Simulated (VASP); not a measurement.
A run of VASP 6.6.1 is set up as follows.

POSCAR

```
V
1.0
   -1.4910291098      1.4910291098      1.4910291098
    1.4910291098     -1.4910291098      1.4910291098
    1.4910291098      1.4910291098     -1.4910291098
V
1
Direct
    0.0000000000      0.0000000000      0.0000000000
```

The input INCAR.step1:

```
SYSTEM = V
PREC     = Accurate       ! precision mode
ENCUT    = 520            ! plane-wave cutoff, eV
ISMEAR   = 1              ! smearing method
SIGMA    = 0.1            ! smearing width, eV
LREAL    = .False.        ! projectors in reciprocal space
LASPH    = .True.         ! aspherical terms in the spheres
NELM     = 100            ! most SCF steps
NBANDS   = 12             ! bands
GGA      = PE             ! functional
ALGO     = Normal         ! electronic algorithm
EDIFF    = 1E-4           ! SCF threshold, eV
LWAVE    = .True.         ! write WAVECAR
LCHARG   = .False.        ! write CHGCAR
```

INCAR.step2

```
SYSTEM = V
PREC     = Accurate       ! precision mode
ENCUT    = 520            ! plane-wave cutoff, eV
EDIFF    = 1E-7           ! SCF threshold, eV
ISMEAR   = 1              ! smearing method
SIGMA    = 0.1            ! smearing width, eV
LREAL    = .False.        ! projectors in reciprocal space
LASPH    = .True.         ! aspherical terms in the spheres
NELM     = 100            ! most SCF steps
ALGO     = Normal         ! electronic algorithm
ISIF     = 2              ! what is computed and relaxed
LWAVE    = .False.        ! write WAVECAR
LCHARG   = .False.        ! write CHGCAR
METAGGA  = R2SCAN         ! meta-GGA
LMIXTAU  = .True.       
NBANDS   = 12             ! bands
ISTART   = 1
```

File KPOINTS:

```
regular mesh
0
Gamma
  20 20 20
  0 0 0
```

Potentials or basis: VASP PAW PBE potentials, release 64 (V_sv).

The run is started by

```bash
$ cat potpaw_PBE.64/V_sv/POTCAR > POTCAR
$ cp INCAR.step1 INCAR
$ mpirun -np 1 vasp_std > vasp.out
$ cp INCAR.step2 INCAR
$ mpirun -np 1 vasp_std > vasp.out
```

**Question.** Estimate the band gap on the k mesh.

**Answer.** Zero (an odd number of electrons rules out a gap without spin polarisation).

**Question.** Predict the pressure.

**Answer.** 0.7 GPa.

Caveat: the PAW data sets were made with another functional, which shifts forces and pressure a little.
